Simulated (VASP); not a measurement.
# Ru (P6/mmm) in VASP: a series of runs

Runs on Ru. Level: PBE. Tasks: single point.

Program: VASP 6.6.1. These are calculated values, not measurements. Logs are shortened: lines on timing, memory, paths and dates and some standing lists are left out, and cuts for length are marked.

## (1) The cell of the first run

The structure is hexagonal, space group P6/mmm (No. 191). The conventional cell has a = 3.267 Å, b = 3.267 Å, c = 1.970 Å, α = 90.00°, β = 90.00°, γ = 120.00°. Within 2.6 Å of Ru (site symmetry 6/mmm) lie 14 Ru at 1.97 to 2.13 Å. Within 2.5 Å of Ru (site symmetry -6m2) lie 11 Ru at 1.89 to 2.13 Å.

This isn't the form of Ru at room conditions, which is hcp.

## (2) Single point, PBE

INCAR reads:

```
SYSTEM = Ru
PREC = Accurate ; ENCUT = 520
EDIFF = 1E-7 ; ISMEAR = -1
SIGMA = 0.08 ; LREAL = .FALSE.
LASPH = .TRUE. ; NELM = 100
ALGO = Normal ; ISIF = 2
LWAVE = .FALSE. ; LCHARG = .FALSE.
GGA = PE ; NBANDS = 28
```

KPOINTS reads:

```
Automatic mesh
0
G
  11 11 16
  0 0 0
```

POSCAR reads:

```
Ru
1.0
    3.2672799074      0.0000000000      0.0000000000
   -1.6336399537      2.8295474011      0.0000000000
    0.0000000000      0.0000000000      1.9699655294
Ru
3
Direct
    0.0000000000      0.0000000000      0.0000000000
    0.3333333333      0.6666666667      0.5000000000
    0.6666666667      0.3333333333      0.5000000000
```

Potentials or basis: VASP PAW PBE potentials, release 64 (Ru_pv).

Launch:

```sh
$ cat potpaw_PBE.64/Ru_pv/POTCAR > POTCAR
$ mpirun -np 1 vasp_std > vasp.out
```

OUTCAR:

```text
SYSTEM = Ru
   PREC = Accurate
   ENCUT = 520
   EDIFF = 1E-7
   ISMEAR = -1
   LREAL = .FALSE.
   LASPH = .TRUE.
   NELM = 100
   ISIF = 2
   GGA = PE

 ion  position               nearest neighbor table
   1  0.000  0.000  0.000-   2 2.13   3 2.13   2 2.13   3 2.13   3 2.13   3 2.13   2 2.13   2 2.13
                             3 2.13   3 2.13   2 2.13   2 2.13
   2  0.333  0.667  0.500-   3 1.89   3 1.89   3 1.89   1 2.13   1 2.13   1 2.13   1 2.13   1 2.13
                             1 2.13   3 2.73   3 2.73   3 2.73   3 2.73   3 2.73   3 2.73
   3  0.667  0.333  0.500-   2 1.89   2 1.89   2 1.89   1 2.13   1 2.13   1 2.13   1 2.13   1 2.13
                             1 2.13   2 2.73   2 2.73   2 2.73   2 2.73   2 2.73   2 2.73

  LATTYP: Found a hexagonal cell.
 ALAT       =     3.2672799074
 C/A-ratio  =     0.6029374848

  Lattice vectors:

 A1 = (   3.2672799074,   0.0000000000,   0.0000000000)
 A2 = (  -1.6336399537,   2.8295474011,   0.0000000000)
 A3 = (   0.0000000000,   0.0000000000,   1.9699655294)

Analysis of symmetry for initial positions (statically):
=====================================================================
 Subroutine PRICEL returns:
 Original cell was already a primitive cell.

 Routine SETGRP: Setting up the symmetry group for a
 hexagonal supercell.

 Subroutine GETGRP returns: Found 24 space group operations
 (whereof 24 operations were pure point group operations)
 out of a pool of 24 trial point group operations.

The static configuration has the point symmetry D_6h.

Analysis of symmetry for dynamics (positions and initial velocities):
=====================================================================
 Subroutine PRICEL returns:
 Original cell was already a primitive cell.

 Routine SETGRP: Setting up the symmetry group for a
 hexagonal supercell.

 Subroutine GETGRP returns: Found 24 space group operations
 (whereof 24 operations were pure point group operations)
 out of a pool of 24 trial point group operations.

The dynamic configuration has the point symmetry D_6h.

 Subroutine INISYM returns: Found 24 space group operations
 (whereof 24 operations are pure point group operations),
 and found     1 'primitive' translations

----------------------------------------------------------------------------------------

                                     Primitive cell

  volume of cell :      18.2122

  direct lattice vectors                    reciprocal lattice vectors
     3.267279907  0.000000000  0.000000000     0.306064992  0.176706706  0.000000000
    -1.633639954  2.829547401  0.000000000     0.000000000  0.353413411  0.000000000
     0.000000000  0.000000000  1.969965529     0.000000000  0.000000000  0.507623095

  length of vectors
     3.267279907  3.267279907  1.969965529     0.353413411  0.353413411  0.507623095

  position of ions in fractional coordinates (direct lattice)
     0.000000000  0.000000000  0.000000000
     0.333333333  0.666666667  0.500000000
     0.666666667  0.333333333  0.500000000

  ion indices of the primitive-cell ions
   primitive index   ion index
                 1           1
                 2           2
                 3           3

----------------------------------------------------------------------------------------

 KPOINTS: Automatic mesh

Automatic generation of k-mesh.
 Grid dimensions read from file:
 generate k-points for:   11   11   16

 Generating k-lattice:

  Cartesian coordinates                     Fractional coordinates (reciprocal lattice)
     0.027824090  0.016064246  0.000000000     0.090909091  0.000000000  0.000000000
     0.000000000  0.032128492  0.000000000     0.000000000  0.090909091  0.000000000
     0.000000000  0.000000000  0.031726443     0.000000000  0.000000000  0.062500000

  Length of vectors
     0.032128492  0.032128492  0.031726443

  Shift w.r.t. Gamma in fractional coordinates (k-lattice)
     0.000000000  0.000000000  0.000000000

 Subroutine IBZKPT returns following result:
 ===========================================

 Found    144 irreducible k-points:

 Following reciprocal coordinates:
            Coordinates               Weight
  0.000000  0.000000  0.000000      1.000000
  0.090909 -0.000000  0.000000      6.000000
  0.181818 -0.000000  0.000000      6.000000
  0.272727 -0.000000  0.000000      6.000000
  0.363636 -0.000000  0.000000      6.000000
  0.454545 -0.000000  0.000000      6.000000
[... 16 lines left out ...]
  0.090909  0.090909  0.062500     12.000000
  0.181818  0.090909  0.062500     24.000000
 [... further k-points ...]
   k-points           NKPTS =    144   k-points in BZ     NKDIM =    144   number of bands    NBANDS=     28
   number of dos      NEDOS =    301   number of ions     NIONS =      3
   total plane-waves  NPLWV =   9216
   dimension x,y,z NGX =    24 NGY =   24 NGZ =   16
   dimension x,y,z NGXF=    48 NGYF=   48 NGZF=   32
   ions per type =               3
   NGX,Y,Z   is equivalent  to a cutoff of  12.21, 12.21, 13.50 a.u.
   NGXF,Y,Z  is equivalent  to a cutoff of  24.42, 24.42, 27.00 a.u.
 SYSTEM =  Ru
   PREC   = accura    normal or accurate (medium, high low for compatibility)
   ISTART =      0    job   : 0-new  1-cont  2-samecut
   ICHARG =      2    charge: 1-file 2-atom 10-const
   ISPIN  =      1    spin polarized calculation?
   LNONCOLLINEAR =      F non collinear calculations
   LSORBIT =      F    spin-orbit coupling
   LASPH  =      T    aspherical Exc in radial PAW
   ENCUT  =  520.0 eV  38.22 Ry    6.18 a.u.   6.07  6.07  3.66*2*pi/ulx,y,z
   NELM   =    100;   NELMIN=  2; NELMDL= -5     # of ELM steps
   EDIFF  = 0.1E-06   stopping-criterion for ELM
   LREAL  =      F    real-space projection
   EDIFFG = 0.1E-05   stopping-criterion for IOM
   NSW    =      0    number of steps for IOM
   IBRION =     -1    ionic relax: 0-MD 1-quasi-New 2-CG
   NFREE  =      0    steps in history (QN), initial steepest desc. (CG)
   ISIF   =      2    stress and relaxation
   ISYM   =      2    0-nonsym 1-usesym 2-fastsym
   POTIM  = 0.5000    time-step for ionic-motion
   TEBEG  =    0.0;   TEEND  =   0.0 temperature during run
   PSTRESS=    0.0 pullay stress
   NELECT =      42.0000    total number of electrons
   NUPDOWN=      -1.0000    fix difference up-down
   EMIN   =  10.00;   EMAX   =-10.00  energy-range for DOS
   EFERMI =   0.00;   METHOD = LEGACY
   ISMEAR =    -1;   SIGMA  =   0.08  broadening in eV -4-tet -1-fermi 0-gaus
   EFERMI_NEDOS =   21; number of points for ismear=-14 and -15
   IALGO  =     38    algorithm
   IMIX   =      4    mixing-type and parameters
     AMIX     =   0.40;   BMIX     =  1.00
     AMIX_MAG =   1.60;   BMIX_MAG =  1.00
  volume/ion in A,a.u.               =       6.07        40.97
  Fermi-wavevector in a.u.,A,eV,Ry     =   2.162904  4.087296 63.650156  4.678154
  Thomas-Fermi vector in A             =   3.135975
   LORBIT       =      0    0 simple, 1 ext, 2 COOP (PROOUT), +10 PAW based schemes
   GGA     = PE    functional components
[... 5 lines left out ...]
 non-spin polarized calculation
  energy-cutoff  :      520.00
  volume of cell :       18.21
 maximum number of plane-waves:       504
   NGX = 13   NGY = 13   NGZ =  7

 number of electron      41.9999976 magnetization

 Free energy of the ion-electron system (eV)
  ---------------------------------------------------
  ext. energy  EPLUGINS =         0.00000000
  ---------------------------------------------------
  free energy    TOTEN  =        31.74309729 eV

  energy without entropy =       31.77386618  energy(sigma->0) =       31.75848173

 E-fermi :  34.6677     XC(G=0): -19.6870

 val. band max:       34.6514630867   @ k =   0.0909  -0.0000   0.2500
 cond. band min:      34.6706248299   @ k =   0.2727  -0.0000   0.3125
 fundamental gap:      0.0191617432
 Fermi energy:        34.6677441367

 k-point     1 :       0.0000    0.0000    0.0000
  band No.  band energies     occupation
      1     -16.7965      2.00000
      2     -16.7965      2.00000
      3     -15.2127      2.00000
      4     -15.2127      2.00000
      5     -10.6147      2.00000
      6      -8.0213      2.00000
[... 20 lines left out ...]
     27      44.1363      0.00000
     28      44.1659      0.00000

 k-point     2 :       0.0909   -0.0000    0.0000
  band No.  band energies     occupation
      1     -17.1563      2.00000
      2     -17.0102      2.00000
      3     -14.7475      2.00000
      4     -14.6558      2.00000
      5     -10.5576      2.00000
      6      -8.3663      2.00000
[... 20 lines left out ...]
     27      44.1334      0.00000
     28      44.1656      0.00000

 k-point     3 :       0.1818   -0.0000    0.0000
  band No.  band energies     occupation
      1     -17.7458      2.00000
      2     -17.1638      2.00000
      3     -13.8509      2.00000
      4     -13.5239      2.00000
      5     -10.3905      2.00000
      6      -9.3170      2.00000
[... 20 lines left out ...]
     27      44.1248      0.00000
     28      44.1649      0.00000

 k-point     4 :       0.2727   -0.0000    0.0000
  band No.  band energies     occupation
      1     -18.2549      2.00000
      2     -16.9462      2.00000
      3     -12.8620      2.00000
      4     -12.2974      2.00000
      5     -10.6522      2.00000
      6     -10.1261      2.00000
[... 578 lines left out ...]
     27      42.3507      0.00000
     28      44.0225      0.00000

 k-point    23 :       0.0909    0.0909    0.0625
  band No.  band energies     occupation
      1     -17.4395      2.00000
      2     -17.1947      2.00000
      3     -13.9518      2.00000
      4     -13.8964      2.00000
      5     -10.7929      2.00000
      6      -9.1443      2.00000
[... 20 lines left out ...]
     27      44.1263      0.00000
     28      44.1636      0.00000

 k-point    24 :       0.1818    0.0909    0.0625
  band No.  band energies     occupation
      1     -17.8641      2.00000
      2     -17.2099      2.00000
      3     -13.0440      2.00000
      4     -12.8019      2.00000
      5     -10.5511      2.00000
      6     -10.2665      2.00000
[... 20 lines left out ...]
     27      44.1154      0.00000
     28      44.1628      0.00000

 [... further k-points ...]

------------------------ aborting loop because EDIFF is reached ----------------------------------------

  FORCE on cell =-STRESS in cart. coord.  units (eV):
  Direction    XX          YY          ZZ          XY          YZ          ZX
  --------------------------------------------------------------------------------------
  -------------------------------------------------------------------------------------
  Total      186.3048196    186.3048197    187.4149960      0.0000000      0.0000000      0.0000000
  in kB    16389.7651229  16389.7651231  16487.4304969      0.0000000      0.0000000      0.0000000
  external PRESSURE =   16422.3202476 kB  Pullay stress =       0.0000000 kB

 VOLUME and BASIS-vectors are now :
 -----------------------------------------------------------------------------
  energy-cutoff  :      520.00
  volume of cell :       18.21
      direct lattice vectors                 reciprocal lattice vectors
     3.267279907  0.000000000  0.000000000     0.306064992  0.176706706  0.000000000
    -1.633639954  2.829547401  0.000000000     0.000000000  0.353413411  0.000000000
     0.000000000  0.000000000  1.969965529     0.000000000  0.000000000  0.507623095

 POSITION                                       TOTAL-FORCE (eV/Angst)
 -----------------------------------------------------------------------------------
      0.00000      0.00000      0.00000        -0.000000     -0.000000      0.000000
     -0.00000      1.88636      0.98498         0.000000      0.000000     -0.000000
      1.63364      0.94318      0.98498         0.000000     -0.000000      0.000000
 -----------------------------------------------------------------------------------
    total drift:                                0.000000      0.000000      0.000000

  FREE ENERGIE OF THE ION-ELECTRON SYSTEM (eV)
  ---------------------------------------------------
  free  energy   TOTEN  =        31.7430972929 eV

  energy  without entropy=       31.7738661758  energy(sigma->0) =       31.75848173
```

It took 22 s on 1 thread of Intel Xeon 6975P-C (Granite Rapids), shared host; peak memory 0.17 GiB.

The run converged, but its numbers aren't listed here, since they failed a check.

Caveat: atoms lie so close that the PAW spheres overlap strongly, which falsifies energies and pressures; the cell stands under pressure.

## (3) Single point, PBE

This run uses another cell than the first one, of 11.01 Å³/atom.

INCAR reads:

```
SYSTEM = Ru
ALGO = Normal
EDIFF = 1E-6
ENCUT = 520
GGA = PE
ISIF = 2
ISMEAR = -1
LASPH = .TRUE.
LCHARG = .FALSE.
LREAL = .FALSE.
LWAVE = .FALSE.
NBANDS = 28
NELM = 80
PREC = Accurate
SIGMA = 0.08
```

KPOINTS reads:

```
k-points
0
G
  9 9 13
  0 0 0
```

POSCAR reads:

```
Ru
1.0
    3.9494787661      0.0000000000      0.0000000000
   -1.9747393831      3.4203489432      0.0000000000
    0.0000000000      0.0000000000      2.4455575740
Ru
3
Direct
    0.0000000000      0.0000000000      0.0000000000
    0.3333333333      0.6666666667      0.5000000000
    0.6666666667      0.3333333333      0.5000000000
```

Potentials or basis: VASP PAW PBE potentials, release 64 (Ru_pv).

Launch:

```sh
$ cat potpaw_PBE.64/Ru_pv/POTCAR > POTCAR
$ mpirun -np 1 vasp_std > vasp.out
```

It took 26 s on 1 thread of Intel Xeon 6975P-C (Granite Rapids), shared host; peak memory 0.18 GiB.

The run converged. Its results:

* Free energy: -23.9381 eV
* Pressure: 131.4 GPa
* Band gap on the k mesh: zero (bands 21 and 22 overlap by 3.25 eV)

Stress tensor (GPa, compression positive):
```
131.66   0.00   0.00
  0.00 131.66   0.00
  0.00   0.00 131.02
```

Levels at points of the mesh, in eV from the Fermi level:
| k point | band 19 | band 20 | band 21 | band 22 | band 23 | band 24 |
| --- | --- | --- | --- | --- | --- | --- |
| (0.00, 0.00, 0.00) | -3.05 | -1.94 | -1.94 | -1.84 | -1.84 | 2.47 |

Caveat: the cell stands under pressure.

(Part 1 of 2 ends here.)
